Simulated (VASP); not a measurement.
# AlRu (Pm-3m) in VASP: further runs, part 2 of 2

VASP 6.6.1.

### Step 3. Single point, PBE

Input file INCAR:

```
SYSTEM = AlRu
PREC     = Accurate       ! precision mode
ENCUT    = 500            ! plane-wave cutoff, eV
EDIFF    = 1E-6           ! SCF threshold, eV
ISMEAR   = -1             ! smearing method
SIGMA    = 0.1            ! smearing width, eV
LREAL    = .False.        ! projectors in reciprocal space
LASPH    = .True.         ! aspherical terms in the spheres
NELM     = 120            ! most SCF steps
ALGO     = Normal         ! electronic algorithm
ISIF     = 2              ! what is computed and relaxed
LWAVE    = .False.        ! write WAVECAR
LCHARG   = .False.        ! write CHGCAR
GGA      = PE             ! functional
NBANDS   = 16             ! bands
GGA_COMPAT= .False.
```

Input file KPOINTS:

```
regular mesh
0
Gamma
  9 9 9
  0 0 0
```

Input file POSCAR:

```
AlRu
1.0
    2.9916000000      0.0000000000      0.0000000000
    0.0000000000      2.9916000000      0.0000000000
    0.0000000000      0.0000000000      2.9916000000
Al Ru
1 1
Direct
    0.0000000000      0.0000000000      0.0000000000
    0.5000000000      0.5000000000      0.5000000000
```

Potentials or basis: VASP PAW PBE potentials, release 64 (Al, Ru_pv).

On the command line:

```bash
$ cat potpaw_PBE.64/Al/POTCAR potpaw_PBE.64/Ru_pv/POTCAR > POTCAR
$ mpirun -np 1 vasp_std > vasp.out
```

OUTCAR:

```text
SYSTEM = AlRu
   PREC = Accurate
   ENCUT = 500
   EDIFF = 1E-6
   ISMEAR = -1
   LREAL = .False.
   LASPH = .True.
   NELM = 120
   ISIF = 2
   GGA = PE

 ion  position               nearest neighbor table
   1  0.000  0.000  0.000-   2 2.59   2 2.59   2 2.59   2 2.59   2 2.59   2 2.59   2 2.59   2 2.59

   2  0.500  0.500  0.500-   1 2.59   1 2.59   1 2.59   1 2.59   1 2.59   1 2.59   1 2.59   1 2.59

  LATTYP: Found a simple cubic cell.
 ALAT       =     2.9916000000

  Lattice vectors:

 A1 = (   2.9916000000,   0.0000000000,   0.0000000000)
 A2 = (   0.0000000000,   2.9916000000,   0.0000000000)
 A3 = (   0.0000000000,   0.0000000000,   2.9916000000)

Analysis of symmetry for initial positions (statically):
=====================================================================
 Subroutine PRICEL returns:
 Original cell was already a primitive cell.

 Routine SETGRP: Setting up the symmetry group for a
 simple cubic supercell.

 Subroutine GETGRP returns: Found 48 space group operations
 (whereof 48 operations were pure point group operations)
 out of a pool of 48 trial point group operations.

The static configuration has the point symmetry O_h .

Analysis of symmetry for dynamics (positions and initial velocities):
=====================================================================
 Subroutine PRICEL returns:
 Original cell was already a primitive cell.

 Routine SETGRP: Setting up the symmetry group for a
 simple cubic supercell.

 Subroutine GETGRP returns: Found 48 space group operations
 (whereof 48 operations were pure point group operations)
 out of a pool of 48 trial point group operations.

The dynamic configuration has the point symmetry O_h .

 Subroutine INISYM returns: Found 48 space group operations
 (whereof 48 operations are pure point group operations),
 and found     1 'primitive' translations

----------------------------------------------------------------------------------------

                                     Primitive cell

  volume of cell :      26.7738

  direct lattice vectors                    reciprocal lattice vectors
     2.991600000  0.000000000  0.000000000     0.334269287  0.000000000  0.000000000
     0.000000000  2.991600000  0.000000000     0.000000000  0.334269287  0.000000000
     0.000000000  0.000000000  2.991600000     0.000000000  0.000000000  0.334269287

  length of vectors
     2.991600000  2.991600000  2.991600000     0.334269287  0.334269287  0.334269287

  position of ions in fractional coordinates (direct lattice)
     0.000000000  0.000000000  0.000000000
     0.500000000  0.500000000  0.500000000

  ion indices of the primitive-cell ions
   primitive index   ion index
                 1           1
                 2           2

----------------------------------------------------------------------------------------

 KPOINTS: regular mesh

Automatic generation of k-mesh.
 Grid dimensions read from file:
 generate k-points for:    9    9    9

 Generating k-lattice:

  Cartesian coordinates                     Fractional coordinates (reciprocal lattice)
     0.037141032  0.000000000  0.000000000     0.111111111  0.000000000  0.000000000
     0.000000000  0.037141032  0.000000000     0.000000000  0.111111111  0.000000000
     0.000000000  0.000000000  0.037141032     0.000000000  0.000000000  0.111111111

  Length of vectors
     0.037141032  0.037141032  0.037141032

  Shift w.r.t. Gamma in fractional coordinates (k-lattice)
     0.000000000  0.000000000  0.000000000

 Subroutine IBZKPT returns following result:
 ===========================================

 Found     35 irreducible k-points:

 Following reciprocal coordinates:
            Coordinates               Weight
  0.000000  0.000000  0.000000      1.000000
  0.111111  0.000000  0.000000      6.000000
  0.222222  0.000000  0.000000      6.000000
  0.333333  0.000000  0.000000      6.000000
  0.444444  0.000000  0.000000      6.000000
  0.111111  0.111111  0.000000     12.000000
[... 16 lines left out ...]
  0.333333  0.333333  0.111111     24.000000
  0.444444  0.333333  0.111111     48.000000
 [... further k-points ...]
   k-points           NKPTS =     35   k-points in BZ     NKDIM =     35   number of bands    NBANDS=     16
   number of dos      NEDOS =    301   number of ions     NIONS =      2
   total plane-waves  NPLWV =  13824
   dimension x,y,z NGX =    24 NGY =   24 NGZ =   24
   dimension x,y,z NGXF=    48 NGYF=   48 NGZF=   48
   ions per type =               1   1
   NGX,Y,Z   is equivalent  to a cutoff of  13.34, 13.34, 13.34 a.u.
   NGXF,Y,Z  is equivalent  to a cutoff of  26.67, 26.67, 26.67 a.u.
 SYSTEM =  AlRu
   PREC   = accura    normal or accurate (medium, high low for compatibility)
   ISTART =      0    job   : 0-new  1-cont  2-samecut
   ICHARG =      2    charge: 1-file 2-atom 10-const
   ISPIN  =      1    spin polarized calculation?
   LNONCOLLINEAR =      F non collinear calculations
   LSORBIT =      F    spin-orbit coupling
   LASPH  =      T    aspherical Exc in radial PAW
   ENCUT  =  500.0 eV  36.75 Ry    6.06 a.u.   5.45  5.45  5.45*2*pi/ulx,y,z
   NELM   =    120;   NELMIN=  2; NELMDL= -5     # of ELM steps
   EDIFF  = 0.1E-05   stopping-criterion for ELM
   LREAL  =      F    real-space projection
   EDIFFG = 0.1E-04   stopping-criterion for IOM
   NSW    =      0    number of steps for IOM
   IBRION =     -1    ionic relax: 0-MD 1-quasi-New 2-CG
   NFREE  =      0    steps in history (QN), initial steepest desc. (CG)
   ISIF   =      2    stress and relaxation
   ISYM   =      2    0-nonsym 1-usesym 2-fastsym
   POTIM  = 0.5000    time-step for ionic-motion
   TEBEG  =    0.0;   TEEND  =   0.0 temperature during run
   PSTRESS=    0.0 pullay stress
   NELECT =      17.0000    total number of electrons
   NUPDOWN=      -1.0000    fix difference up-down
   EMIN   =  10.00;   EMAX   =-10.00  energy-range for DOS
   EFERMI =   0.00;   METHOD = LEGACY
   ISMEAR =    -1;   SIGMA  =   0.10  broadening in eV -4-tet -1-fermi 0-gaus
   EFERMI_NEDOS =   21; number of points for ismear=-14 and -15
   IALGO  =     38    algorithm
   IMIX   =      4    mixing-type and parameters
     AMIX     =   0.40;   BMIX     =  1.00
     AMIX_MAG =   1.60;   BMIX_MAG =  1.00
  volume/ion in A,a.u.               =      13.39        90.34
  Fermi-wavevector in a.u.,A,eV,Ry     =   1.407087  2.659009 26.938090  1.979894
  Thomas-Fermi vector in A             =   2.529382
   LORBIT       =      0    0 simple, 1 ext, 2 COOP (PROOUT), +10 PAW based schemes
   GGA     = PE    functional components
   LHFCALC =     F    Hartree Fock is set to
   AEXX    =    0.0000 exact exchange contribution
   IVDW    =     0    specifies the selected vdW correction
   LEPSILON=     F    determine dielectric tensor
   LRPA    =     F    only Hartree local field effects (RPA)
 non-spin polarized calculation
  energy-cutoff  :      500.00
  volume of cell :       26.77
 maximum number of plane-waves:       697
 NGX is ok and might be reduce to    24
   NGX = 11   NGY = 11   NGZ = 11

 number of electron      16.9999995 magnetization

 Free energy of the ion-electron system (eV)
  ---------------------------------------------------
  ext. energy  EPLUGINS =         0.00000000
  ---------------------------------------------------
  free energy    TOTEN  =       -14.28211868 eV

  energy without entropy =      -14.22595431  energy(sigma->0) =      -14.25403650

 E-fermi :  10.6649     XC(G=0): -12.5680

 val. band max:       10.6403666528   @ k =   0.4444   0.1111   0.1111
 cond. band min:      10.7082230927   @ k =   0.1111   0.1111   0.0000
 fundamental gap:      0.0678564399
 Fermi energy:        10.6649173607

 k-point     1 :       0.0000    0.0000    0.0000
  band No.  band energies     occupation
      1     -31.0691      2.00000
      2     -31.0691      2.00000
      3     -31.0691      2.00000
      4       1.0422      2.00000
      5       7.1466      2.00000
      6       7.1466      2.00000
[... 8 lines left out ...]
     15      22.8028      0.00000
     16      25.8247      0.00000
[... 419 lines left out ...]
 k-point    24 :       0.4444    0.3333    0.1111
  band No.  band energies     occupation
      1     -31.2491      2.00000
      2     -31.2000      2.00000
      3     -31.0615      2.00000
      4       4.8789      2.00000
      5       6.9559      2.00000
      6       8.1974      2.00000
[... 8 lines left out ...]
     15      23.7660      0.00000
     16      24.2638      0.00000

 [... further k-points ...]
[... 5 lines left out ...]
  --------------------------------------------------------------------------------------
  -------------------------------------------------------------------------------------
  Total        0.4520733      0.4520733      0.4520733     -0.0000000     -0.0000000      0.0000000
  in kB       27.0525931     27.0525931     27.0525931     -0.0000000     -0.0000000      0.0000000
  external PRESSURE =      27.0525931 kB  Pullay stress =       0.0000000 kB

 VOLUME and BASIS-vectors are now :
 -----------------------------------------------------------------------------
  energy-cutoff  :      500.00
  volume of cell :       26.77
      direct lattice vectors                 reciprocal lattice vectors
     2.991600000  0.000000000  0.000000000     0.334269287  0.000000000  0.000000000
     0.000000000  2.991600000  0.000000000     0.000000000  0.334269287  0.000000000
     0.000000000  0.000000000  2.991600000     0.000000000  0.000000000  0.334269287

 POSITION                                       TOTAL-FORCE (eV/Angst)
 -----------------------------------------------------------------------------------
      0.00000      0.00000      0.00000         0.000000      0.000000      0.000000
      1.49580      1.49580      1.49580         0.000000      0.000000      0.000000
 -----------------------------------------------------------------------------------
    total drift:                                0.000000     -0.000000     -0.000000

  FREE ENERGIE OF THE ION-ELECTRON SYSTEM (eV)
  ---------------------------------------------------
  free  energy   TOTEN  =       -14.2821186821 eV

  energy  without entropy=      -14.2259543116  energy(sigma->0) =      -14.25403650
```

It took 8.5 s on 1 thread of AMD EPYC 7R13 (Zen 3), shared host; peak memory 0.11 GiB.

Results:

- Free energy: -14.2821 eV
- Pressure: 2.7 GPa
- Band gap on the k mesh: zero (an odd number of electrons rules out a gap without spin polarisation)

### Step 4. Single point, LDA

Input file INCAR:

```
PREC = Accurate
ENCUT = 500
EDIFF = 1E-6
ISMEAR = -1
SIGMA = 0.1
LREAL = False
LASPH = True
NELM = 120
ALGO = Normal
ISIF = 2
LWAVE = False
LCHARG = True
GGA = CA
LELF = True
LVHAR = True
NBANDS = 16
GGA_COMPAT = False
```

Input file KPOINTS:

```
Automatic mesh
0
Gamma
  9 9 9
```

POSCAR is that of step 3.

Potentials or basis: VASP PAW LDA potentials, release 64 (Al, Ru_pv).

On the command line:

```bash
$ cat potpaw_LDA.64/Al/POTCAR potpaw_LDA.64/Ru_pv/POTCAR > POTCAR
$ mpirun -np 1 vasp_std > vasp.out
```

OUTCAR:

```text
PREC = Accurate
   ENCUT = 500
   EDIFF = 1E-6
   ISMEAR = -1
   LREAL = False
   LASPH = True
   NELM = 120
   ISIF = 2
   GGA = CA

 ion  position               nearest neighbor table
   1  0.000  0.000  0.000-   2 2.59   2 2.59   2 2.59   2 2.59   2 2.59   2 2.59   2 2.59   2 2.59

   2  0.500  0.500  0.500-   1 2.59   1 2.59   1 2.59   1 2.59   1 2.59   1 2.59   1 2.59   1 2.59

  LATTYP: Found a simple cubic cell.
 ALAT       =     2.9916000000

  Lattice vectors:

 A1 = (   2.9916000000,   0.0000000000,   0.0000000000)
 A2 = (   0.0000000000,   2.9916000000,   0.0000000000)
 A3 = (   0.0000000000,   0.0000000000,   2.9916000000)

Analysis of symmetry for initial positions (statically):
=====================================================================
 Subroutine PRICEL returns:
 Original cell was already a primitive cell.

 Routine SETGRP: Setting up the symmetry group for a
 simple cubic supercell.

 Subroutine GETGRP returns: Found 48 space group operations
 (whereof 48 operations were pure point group operations)
 out of a pool of 48 trial point group operations.

The static configuration has the point symmetry O_h .

Analysis of symmetry for dynamics (positions and initial velocities):
=====================================================================
 Subroutine PRICEL returns:
 Original cell was already a primitive cell.

 Routine SETGRP: Setting up the symmetry group for a
 simple cubic supercell.

 Subroutine GETGRP returns: Found 48 space group operations
 (whereof 48 operations were pure point group operations)
 out of a pool of 48 trial point group operations.

The dynamic configuration has the point symmetry O_h .

 Subroutine INISYM returns: Found 48 space group operations
[... 104 lines left out ...]
   ISYM   =      2    0-nonsym 1-usesym 2-fastsym
   POTIM  = 0.5000    time-step for ionic-motion
   TEBEG  =    0.0;   TEEND  =   0.0 temperature during run
   PSTRESS=    0.0 pullay stress
   NELECT =      17.0000    total number of electrons
   NUPDOWN=      -1.0000    fix difference up-down
   EMIN   =  10.00;   EMAX   =-10.00  energy-range for DOS
   EFERMI =   0.00;   METHOD = LEGACY
   ISMEAR =    -1;   SIGMA  =   0.10  broadening in eV -4-tet -1-fermi 0-gaus
   EFERMI_NEDOS =   21; number of points for ismear=-14 and -15
   IALGO  =     38    algorithm
   IMIX   =      4    mixing-type and parameters
     AMIX     =   0.40;   BMIX     =  1.00
     AMIX_MAG =   1.60;   BMIX_MAG =  1.00
  volume/ion in A,a.u.               =      13.39        90.34
  Fermi-wavevector in a.u.,A,eV,Ry     =   1.407087  2.659009 26.938090  1.979894
  Thomas-Fermi vector in A             =   2.529382
   LORBIT       =      0    0 simple, 1 ext, 2 COOP (PROOUT), +10 PAW based schemes
   GGA     = CA    functional components
   LHFCALC =     F    Hartree Fock is set to
   AEXX    =    0.0000 exact exchange contribution
   IVDW    =     0    specifies the selected vdW correction
   LEPSILON=     F    determine dielectric tensor
   LRPA    =     F    only Hartree local field effects (RPA)
 non-spin polarized calculation
  energy-cutoff  :      500.00
  volume of cell :       26.77
 maximum number of plane-waves:       697
 NGX is ok and might be reduce to    24
   NGX = 11   NGY = 11   NGZ = 11

 number of electron      16.9999995 magnetization

 Free energy of the ion-electron system (eV)
  ---------------------------------------------------
  ext. energy  EPLUGINS =         0.00000000
  ---------------------------------------------------
  free energy    TOTEN  =       -16.18676202 eV

  energy without entropy =      -16.13163181  energy(sigma->0) =      -16.15919691

 E-fermi :  10.4645     XC(G=0): -12.7944

 val. band max:       10.4430990771   @ k =   0.4444   0.1111   0.1111
 cond. band min:      10.5104720352   @ k =   0.1111   0.1111   0.0000
 fundamental gap:      0.0673729581
 Fermi energy:        10.4645151159

 k-point     1 :       0.0000    0.0000    0.0000
  band No.  band energies     occupation
      1     -31.0740      2.00000
      2     -31.0740      2.00000
      3     -31.0740      2.00000
      4       0.8542      2.00000
      5       6.9183      2.00000
      6       6.9183      2.00000
[... 433 lines left out ...]
      3     -31.0663      2.00000
      4       4.6817      2.00000
      5       6.7476      2.00000
      6       8.0038      2.00000
[... 8 lines left out ...]
     15      23.5294      0.00000
     16      24.0136      0.00000

 [... further k-points ...]
[... 5 lines left out ...]
  --------------------------------------------------------------------------------------
  -------------------------------------------------------------------------------------
  Total       -1.2557406     -1.2557406     -1.2557406      0.0000000      0.0000000     -0.0000000
  in kB      -75.1449779    -75.1449779    -75.1449779      0.0000000      0.0000000     -0.0000000
  external PRESSURE =     -75.1449779 kB  Pullay stress =       0.0000000 kB

 VOLUME and BASIS-vectors are now :
 -----------------------------------------------------------------------------
  energy-cutoff  :      500.00
  volume of cell :       26.77
      direct lattice vectors                 reciprocal lattice vectors
     2.991600000  0.000000000  0.000000000     0.334269287  0.000000000  0.000000000
     0.000000000  2.991600000  0.000000000     0.000000000  0.334269287  0.000000000
     0.000000000  0.000000000  2.991600000     0.000000000  0.000000000  0.334269287

 POSITION                                       TOTAL-FORCE (eV/Angst)
 -----------------------------------------------------------------------------------
      0.00000      0.00000      0.00000         0.000000      0.000000      0.000000
      1.49580      1.49580      1.49580         0.000000      0.000000      0.000000
 -----------------------------------------------------------------------------------
    total drift:                                0.000000     -0.000000     -0.000000

  FREE ENERGIE OF THE ION-ELECTRON SYSTEM (eV)
  ---------------------------------------------------
  free  energy   TOTEN  =       -16.1867620184 eV

  energy  without entropy=      -16.1316318065  energy(sigma->0) =      -16.15919691
```

OSZICAR:

```text
N       E                     dE             d eps       ncg     rms          rms(c)
DAV:   1     0.113877762392E+03    0.11388E+03   -0.90839E+03  1144   0.959E+02
DAV:   2    -0.150595322630E+02   -0.12894E+03   -0.12292E+03  1320   0.290E+02
DAV:   3    -0.168803199247E+02   -0.18208E+01   -0.18149E+01  1488   0.364E+01
DAV:   4    -0.168919215745E+02   -0.11602E-01   -0.11585E-01  1352   0.310E+00
DAV:   5    -0.168920433290E+02   -0.12175E-03   -0.12174E-03  1376   0.298E-01    0.123E+01
DAV:   6    -0.162906990274E+02    0.60134E+00   -0.23020E+00  1168   0.164E+01    0.233E+00
DAV:   7    -0.162085866900E+02    0.82112E-01   -0.19141E-01  1128   0.497E+00    0.209E+00
DAV:   8    -0.161872194043E+02    0.21367E-01   -0.23527E-02  1304   0.120E+00    0.205E-01
DAV:   9    -0.161867866988E+02    0.43271E-03   -0.70164E-04  1352   0.255E-01    0.131E-01
DAV:  10    -0.161867626771E+02    0.24022E-04   -0.39395E-05  1224   0.638E-02    0.856E-03
DAV:  11    -0.161867620184E+02    0.65872E-06   -0.13952E-06  1192   0.113E-02
   1 F= -.16186762E+02 E0= -.16159197E+02  d E =-.551302E-01
```

Run time: 7.7 s. Hardware: 1 thread of AMD EPYC 7R13 (Zen 3), shared host; peak memory 0.1 GiB.

Results:

| Item | Value |
| --- | --- |
| Free energy | -16.1868 eV |
| Pressure | -7.5 GPa |
| Band gap on the k mesh | zero (an odd number of electrons rules out a gap without spin polarisation) |

Caveat: the cell stands under tension.

### Step 5. The runs side by side

| level | potentials or basis | gap on the mesh (eV) | pressure (GPa) |
| --- | --- | --- | --- |
| PBEsol | VASP PAW PBE potentials, release 64 (Al, Ru_pv) | none | -3.1 |
| PBE | VASP PAW PBE potentials, release 64 (Al, Ru_pv) | none | 2.7 |
| LDA | VASP PAW LDA potentials, release 64 (Al, Ru_pv) | none | -7.5 |

Alike in all rows: task single point; no spin polarisation; cell as given; k mesh 9 × 9 × 9; cutoff (eV) 500; smearing fermi-dirac 0.1 eV.

Caveats: the cell stands under tension (at least some runs); the PAW data sets were made with another functional, which shifts forces and pressure a little (at least some runs).

Absolute energies hang on the potentials; compare differences alone.
